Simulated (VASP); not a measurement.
Rh: single point with PBE

Rh:

```xyz
2
Lattice="0.0000 2.6814 2.6814 2.6814 0.0000 2.6814 2.6814 2.6814 0.0000" Properties=species:S:1:pos:R:3 pbc="T T T"
Rh    0.6704    0.6704    0.6704
Rh    4.6925    4.6925    4.6925
```

This isn't the form of Rh at room conditions, which is fcc.

```
Program                : VASP 6.6.1
Task                   : single point
Functional             : PBE
Potentials or basis    : VASP PAW PBE potentials, release 64 (Rh_pv)
Cutoff                 : 520 eV
k mesh                 : 16 × 16 × 16
Occupations            : fermi-dirac, width 0.05 eV
Spin                   : collinear spin, ferromagnetic start
Starting moments       : [1.0, 1.0] μB
Dipole correction      : no
Further INCAR settings : ALGO = Normal; EDIFF = 1e-07; NBANDS = 26
```

```json
{
 "Pressure": "13.3 GPa",
 "Band gap on the k mesh": "zero (filled and empty bands overlap)",
 "Net moment": "0.00 μB per cell",
 "Valence electrons inside the program's atomic spheres": "Rh 13.94"
}
```

Levels at points of the mesh, in eV from the Fermi level:
Spin up:
```tsv
k point	band 13	band 14	band 15	band 16	band 17	band 18
(0.00, 0.00, 0.00)	-1.59	-1.59	-1.59	0.45	0.45	12.79
(0.50, 0.00, 0.00)	-1.00	-1.00	-0.88	0.08	0.08	2.01
(0.50, 0.50, 0.00)	-2.34	-2.34	0.35	0.35	2.45	2.45
```
Spin down:
```
           k point  band 13  band 14  band 15  band 16  band 17  band 18
(0.00, 0.00, 0.00)    -1.59    -1.59    -1.59     0.45     0.45    12.79
(0.50, 0.00, 0.00)    -1.00    -1.00    -0.88     0.08     0.08     2.01
(0.50, 0.50, 0.00)    -2.34    -2.34     0.35     0.35     2.45     2.45
```

Run time: 2 min on 1 thread of Intel(R) Xeon(R) 6975P-C (Granite Rapids), with other jobs on the host, peak memory 0.31 GiB.

Caveat: the cell stands under pressure.
